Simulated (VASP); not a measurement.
# HgTe (F-43m) in VASP: single point with LDA

Aim: the single point of HgTe with LDA.

Program: VASP 6.6.1. These are calculated values, not measurements. Logs are shortened: lines on timing, memory, paths and dates and some standing lists are left out, and cuts for length are marked.

### 1 The cell of the first run

It takes space group F-43m (No. 216, cubic). Conventional cell: a = 6.447 Å, b = 6.447 Å, c = 6.447 Å, α = 90.00°, β = 90.00°, γ = 90.00°. Hg (site symmetry -43m) has 4 Te at 2.79 Å within 3.7 Å. Te (site symmetry -43m) has 4 Hg at 2.79 Å within 3.7 Å.

### 2 Single point, LDA

Contents of INCAR:

```
SYSTEM = HgTe
PREC = Accurate
ENCUT = 520
EDIFF = 1E-7
ISMEAR = 0
SIGMA = 0.15
LREAL = .False.
LASPH = .True.
NELM = 60
ALGO = Normal
ISIF = 2
LWAVE = .False.
LCHARG = .False.
GGA = CA
NBANDS = 16
```

Contents of KPOINTS:

```
regular mesh
0
Gamma
  14 14 14
  0 0 0
```

Contents of POSCAR:

```
HgTe
1.0
    0.0000000000      3.2235000000      3.2235000000
    3.2235000000      0.0000000000      3.2235000000
    3.2235000000      3.2235000000      0.0000000000
Hg Te
1 1
Direct
    0.0000000000      0.0000000000      0.0000000000
    0.7500000000      0.7500000000      0.7500000000
```

Potentials or basis: VASP PAW LDA potentials, release 64 (Hg, Te).

Started as:

```
> cat potpaw_LDA.64/Hg/POTCAR potpaw_LDA.64/Te/POTCAR > POTCAR
> mpirun -np 1 vasp_std > vasp.out
```

OUTCAR:

```text
SYSTEM = HgTe
   PREC = Accurate
   ENCUT = 520
   EDIFF = 1E-7
   ISMEAR = 0
   LREAL = .False.
   LASPH = .True.
   NELM = 60
   ISIF = 2
   GGA = CA

 ion  position               nearest neighbor table
   1  0.000  0.000  0.000-   2 2.79   2 2.79   2 2.79   2 2.79
   2  0.750  0.750  0.750-   1 2.79   1 2.79   1 2.79   1 2.79

  LATTYP: Found a face centered cubic cell.
 ALAT       =     6.4470000000

  Lattice vectors:

 A1 = (   0.0000000000,   3.2235000000,   3.2235000000)
 A2 = (   3.2235000000,   0.0000000000,   3.2235000000)
 A3 = (   3.2235000000,   3.2235000000,   0.0000000000)

Analysis of symmetry for initial positions (statically):
=====================================================================
 Subroutine PRICEL returns:
 Original cell was already a primitive cell.

 Routine SETGRP: Setting up the symmetry group for a
 face centered cubic supercell.

 Subroutine GETGRP returns: Found 24 space group operations
 (whereof 24 operations were pure point group operations)
 out of a pool of 48 trial point group operations.

The static configuration has the point symmetry T_d .

Analysis of symmetry for dynamics (positions and initial velocities):
=====================================================================
 Subroutine PRICEL returns:
 Original cell was already a primitive cell.

 Routine SETGRP: Setting up the symmetry group for a
 face centered cubic supercell.

 Subroutine GETGRP returns: Found 24 space group operations
 (whereof 24 operations were pure point group operations)
 out of a pool of 48 trial point group operations.

The dynamic configuration has the point symmetry T_d .

 Subroutine INISYM returns: Found 24 space group operations
 (whereof 24 operations are pure point group operations),
 and found     1 'primitive' translations

----------------------------------------------------------------------------------------

                                     Primitive cell

  volume of cell :      66.9905

  direct lattice vectors                    reciprocal lattice vectors
     0.000000000  3.223500000  3.223500000    -0.155110904  0.155110904  0.155110904
     3.223500000  0.000000000  3.223500000     0.155110904 -0.155110904  0.155110904
     3.223500000  3.223500000  0.000000000     0.155110904  0.155110904 -0.155110904

  length of vectors
     4.558717418  4.558717418  4.558717418     0.268659967  0.268659967  0.268659967

  position of ions in fractional coordinates (direct lattice)
     0.000000000  0.000000000  0.000000000
     0.750000000  0.750000000  0.750000000

  ion indices of the primitive-cell ions
   primitive index   ion index
                 1           1
                 2           2

----------------------------------------------------------------------------------------

 KPOINTS: regular mesh

Automatic generation of k-mesh.
 Grid dimensions read from file:
 generate k-points for:   14   14   14

 Generating k-lattice:

  Cartesian coordinates                     Fractional coordinates (reciprocal lattice)
    -0.011079350  0.011079350  0.011079350     0.071428571  0.000000000  0.000000000
     0.011079350 -0.011079350  0.011079350     0.000000000  0.071428571  0.000000000
     0.011079350  0.011079350 -0.011079350     0.000000000  0.000000000  0.071428571

  Length of vectors
     0.019189998  0.019189998  0.019189998

  Shift w.r.t. Gamma in fractional coordinates (k-lattice)
     0.000000000  0.000000000  0.000000000

 Subroutine IBZKPT returns following result:
 ===========================================

 Found    104 irreducible k-points:

 Following reciprocal coordinates:
            Coordinates               Weight
  0.000000  0.000000  0.000000      1.000000
  0.071429  0.000000  0.000000      8.000000
  0.142857  0.000000  0.000000      8.000000
  0.214286  0.000000  0.000000      8.000000
  0.285714  0.000000  0.000000      8.000000
  0.357143  0.000000  0.000000      8.000000
[... 16 lines left out ...]
  0.214286  0.142857  0.000000     24.000000
  0.285714  0.142857  0.000000     24.000000
 [... further k-points ...]
   k-points           NKPTS =    104   k-points in BZ     NKDIM =    104   number of bands    NBANDS=     16
   number of dos      NEDOS =    301   number of ions     NIONS =      2
   total plane-waves  NPLWV =  46656
   dimension x,y,z NGX =    36 NGY =   36 NGZ =   36
   dimension x,y,z NGXF=    72 NGYF=   72 NGZF=   72
   ions per type =               1   1
   NGX,Y,Z   is equivalent  to a cutoff of  13.13, 13.13, 13.13 a.u.
   NGXF,Y,Z  is equivalent  to a cutoff of  26.26, 26.26, 26.26 a.u.
 SYSTEM =  HgTe
   PREC   = accura    normal or accurate (medium, high low for compatibility)
   ISTART =      0    job   : 0-new  1-cont  2-samecut
   ICHARG =      2    charge: 1-file 2-atom 10-const
   ISPIN  =      1    spin polarized calculation?
   LNONCOLLINEAR =      F non collinear calculations
   LSORBIT =      F    spin-orbit coupling
   LASPH  =      T    aspherical Exc in radial PAW
   ENCUT  =  520.0 eV  38.22 Ry    6.18 a.u.   8.48  8.48  8.48*2*pi/ulx,y,z
   NELM   =     60;   NELMIN=  2; NELMDL= -5     # of ELM steps
   EDIFF  = 0.1E-06   stopping-criterion for ELM
   LREAL  =      F    real-space projection
   EDIFFG = 0.1E-05   stopping-criterion for IOM
   NSW    =      0    number of steps for IOM
   IBRION =     -1    ionic relax: 0-MD 1-quasi-New 2-CG
   NFREE  =      0    steps in history (QN), initial steepest desc. (CG)
   ISIF   =      2    stress and relaxation
   ISYM   =      2    0-nonsym 1-usesym 2-fastsym
   POTIM  = 0.5000    time-step for ionic-motion
   TEBEG  =    0.0;   TEEND  =   0.0 temperature during run
   PSTRESS=    0.0 pullay stress
   NELECT =      18.0000    total number of electrons
   NUPDOWN=      -1.0000    fix difference up-down
   EMIN   =  10.00;   EMAX   =-10.00  energy-range for DOS
   EFERMI =   0.00;   METHOD = LEGACY
   ISMEAR =     0;   SIGMA  =   0.15  broadening in eV -4-tet -1-fermi 0-gaus
   EFERMI_NEDOS =   21; number of points for ismear=-14 and -15
   IALGO  =     38    algorithm
   IMIX   =      4    mixing-type and parameters
     AMIX     =   0.40;   BMIX     =  1.00
     AMIX_MAG =   1.60;   BMIX_MAG =  1.00
  volume/ion in A,a.u.               =      33.50       226.04
  Fermi-wavevector in a.u.,A,eV,Ry     =   1.056399  1.996305 15.183815  1.115979
  Thomas-Fermi vector in A             =   2.191633
   LORBIT       =      0    0 simple, 1 ext, 2 COOP (PROOUT), +10 PAW based schemes
   GGA     = CA    functional components
   LHFCALC =     F    Hartree Fock is set to
   AEXX    =    0.0000 exact exchange contribution
   IVDW    =     0    specifies the selected vdW correction
   LEPSILON=     F    determine dielectric tensor
   LRPA    =     F    only Hartree local field effects (RPA)
 non-spin polarized calculation
 Gauss-broadening in eV      SIGMA  =   0.15
  energy-cutoff  :      520.00
  volume of cell :       66.99
 maximum number of plane-waves:      1829
 NGX is ok and might be reduce to    36
   NGX = 17   NGY = 17   NGZ = 17

 number of electron      18.0000001 magnetization

 Free energy of the ion-electron system (eV)
  ---------------------------------------------------
  ext. energy  EPLUGINS =         0.00000000
  ---------------------------------------------------
  free energy    TOTEN  =        -5.03911124 eV

  energy without entropy =       -5.03886055  energy(sigma->0) =       -5.03898590

 E-fermi :   3.1150     XC(G=0):  -9.1347

 val. band max:        2.9866184521   @ k =   0.0000   0.0000   0.0000
 cond. band min:       3.3125167300   @ k =   0.0714   0.0000   0.0000
 fundamental gap:      0.3258982779
 Fermi energy:         3.1150292422

 k-point     1 :       0.0000    0.0000    0.0000
  band No.  band energies     occupation
      1      -9.1115      2.00000
      2      -4.4338      2.00000
      3      -4.4338      2.00000
      4      -4.4338      2.00000
      5      -3.8910      2.00000
      6      -3.8910      2.00000
[... 8 lines left out ...]
     15      12.5108      0.00000
     16      12.5108      0.00000

 k-point     2 :       0.0714    0.0000    0.0000
  band No.  band energies     occupation
      1      -9.0852      2.00000
      2      -4.4263      2.00000
      3      -4.4263      2.00000
      4      -4.4259      2.00000
      5      -3.8920      2.00000
      6      -3.8920      2.00000
[... 8 lines left out ...]
     15      11.9784      0.00000
     16      11.9784      0.00000

 k-point     3 :       0.1429    0.0000    0.0000
  band No.  band energies     occupation
      1      -9.0100      2.00000
      2      -4.4058      2.00000
      3      -4.4058      2.00000
      4      -4.3968      2.00000
      5      -3.8938      2.00000
      6      -3.8938      2.00000
[... 8 lines left out ...]
     15      11.5470      0.00000
     16      11.5470      0.00000

 k-point     4 :       0.2143    0.0000    0.0000
  band No.  band energies     occupation
      1      -8.8977      2.00000
      2      -4.3776      2.00000
      3      -4.3776      2.00000
      4      -4.3324      2.00000
      5      -3.8941      2.00000
      6      -3.8941      2.00000
[... 8 lines left out ...]
     15      11.3719      0.00000
     16      11.3719      0.00000

 k-point     5 :       0.2857    0.0000    0.0000
  band No.  band energies     occupation
      1      -8.7679      2.00000
      2      -4.3490      2.00000
      3      -4.3490      2.00000
      4      -4.2122      2.00000
      5      -3.8903      2.00000
      6      -3.8903      2.00000
[... 8 lines left out ...]
     15      11.5105      0.00000
     16      11.5105      0.00000

 k-point     6 :       0.3571    0.0000    0.0000
  band No.  band energies     occupation
      1      -8.6460      2.00000
      2      -4.3264      2.00000
      3      -4.3264      2.00000
      4      -4.0179      2.00000
      5      -3.8824      2.00000
      6      -3.8824      2.00000
[... 8 lines left out ...]
     15      11.9484      0.00000
     16      11.9484      0.00000

 k-point     7 :       0.4286    0.0000    0.0000
  band No.  band energies     occupation
      1      -8.5588      2.00000
      2      -4.3127      2.00000
      3      -4.3127      2.00000
      4      -3.8740      2.00000
      5      -3.8740      2.00000
      6      -3.7584      2.00000
[... 8 lines left out ...]
     15      12.5597      0.00000
     16      12.5597      0.00000

 k-point     8 :       0.5000    0.0000    0.0000
  band No.  band energies     occupation
      1      -8.5271      2.00000
      2      -4.3083      2.00000
      3      -4.3083      2.00000
      4      -3.8704      2.00000
      5      -3.8704      2.00000
      6      -3.5860      2.00000
[... 8 lines left out ...]
     15      12.9502      0.00000
     16      12.9502      0.00000

 k-point     9 :       0.0714    0.0714    0.0000
  band No.  band energies     occupation
      1      -9.0764      2.00000
      2      -4.4317      2.00000
      3      -4.4196      2.00000
      4      -4.4196      2.00000
      5      -3.8967      2.00000
      6      -3.8879      2.00000
[... 8 lines left out ...]
     15      11.4239      0.00000
     16      12.5356      0.00000
[... 172 lines left out ...]
 k-point    19 :      -0.2143    0.0714    0.0000
  band No.  band energies     occupation
      1      -8.8363      2.00000
      2      -4.3676      2.00000
      3      -4.3552      2.00000
      4      -4.2916      2.00000
      5      -3.9049      2.00000
      6      -3.8815      2.00000
[... 8 lines left out ...]
     15      10.9871      0.00000
     16      11.8481      0.00000

 k-point    20 :      -0.1429    0.0714    0.0000
  band No.  band energies     occupation
      1      -8.9548      2.00000
      2      -4.3965      2.00000
      3      -4.3877      2.00000
      4      -4.3690      2.00000
      5      -3.9031      2.00000
      6      -3.8861      2.00000
[... 8 lines left out ...]
     15      11.0752      0.00000
     16      11.5218      0.00000

 k-point    21 :      -0.0714    0.0714    0.0000
  band No.  band energies     occupation
      1      -9.0425      2.00000
      2      -4.4179      2.00000
      3      -4.4160      2.00000
      4      -4.4061      2.00000
      5      -3.8977      2.00000
      6      -3.8888      2.00000
[... 8 lines left out ...]
     15      11.4276      0.00000
     16      11.6985      0.00000

 k-point    22 :       0.1429    0.1429    0.0000
  band No.  band energies     occupation
      1      -8.9758      2.00000
      2      -4.4213      2.00000
      3      -4.3783      2.00000
      4      -4.3783      2.00000
      5      -3.9110      2.00000
      6      -3.8792      2.00000
[... 8 lines left out ...]
     15      10.9127      0.00000
     16      12.6088      0.00000

 k-point    23 :       0.2143    0.1429    0.0000
  band No.  band energies     occupation
      1      -8.8917      2.00000
      2      -4.4021      2.00000
      3      -4.3480      2.00000
      4      -4.3415      2.00000
      5      -3.9166      2.00000
      6      -3.8741      2.00000
[... 8 lines left out ...]
     15      11.5481      0.00000
     16      12.4336      0.00000

 k-point    24 :       0.2857    0.1429    0.0000
  band No.  band energies     occupation
      1      -8.7790      2.00000
      2      -4.3676      2.00000
      3      -4.3158      2.00000
      4      -4.2729      2.00000
      5      -3.9132      2.00000
      6      -3.8692      2.00000
[... 8 lines left out ...]
     15      11.9008      0.00000
     16      12.3757      0.00000

 [... further k-points ...]

------------------------ aborting loop because EDIFF is reached ----------------------------------------

  FORCE on cell =-STRESS in cart. coord.  units (eV):
  Direction    XX          YY          ZZ          XY          YZ          ZX
  --------------------------------------------------------------------------------------
  -------------------------------------------------------------------------------------
  Total       -0.0042762     -0.0042762     -0.0042762      0.0000000      0.0000000      0.0000000
  in kB       -0.1022714     -0.1022714     -0.1022714      0.0000000      0.0000000      0.0000000
  external PRESSURE =      -0.1022714 kB  Pullay stress =       0.0000000 kB

 VOLUME and BASIS-vectors are now :
 -----------------------------------------------------------------------------
  energy-cutoff  :      520.00
  volume of cell :       66.99
      direct lattice vectors                 reciprocal lattice vectors
     0.000000000  3.223500000  3.223500000    -0.155110904  0.155110904  0.155110904
     3.223500000  0.000000000  3.223500000     0.155110904 -0.155110904  0.155110904
     3.223500000  3.223500000  0.000000000     0.155110904  0.155110904 -0.155110904

 POSITION                                       TOTAL-FORCE (eV/Angst)
 -----------------------------------------------------------------------------------
      0.00000      0.00000      0.00000        -0.000000     -0.000000     -0.000000
      4.83525      4.83525      4.83525         0.000000      0.000000      0.000000
 -----------------------------------------------------------------------------------
    total drift:                                0.000000      0.000000      0.000000

  FREE ENERGIE OF THE ION-ELECTRON SYSTEM (eV)
  ---------------------------------------------------
  free  energy   TOTEN  =        -5.0391112430 eV

  energy  without entropy=       -5.0388605501  energy(sigma->0) =       -5.03898590
```

It took 40 s on 1 thread of Intel Xeon 6975P-C (Granite Rapids), shared host; peak memory 0.25 GiB.

What came out:

| Item | Value |
| --- | --- |
| Free energy | -5.0391 eV |
| Pressure | 0.0 GPa |
| Band gap on the k mesh | zero (filled and empty bands touch) |

Caveat: spin-orbit coupling is left out, which moves the levels of the heavy elements.
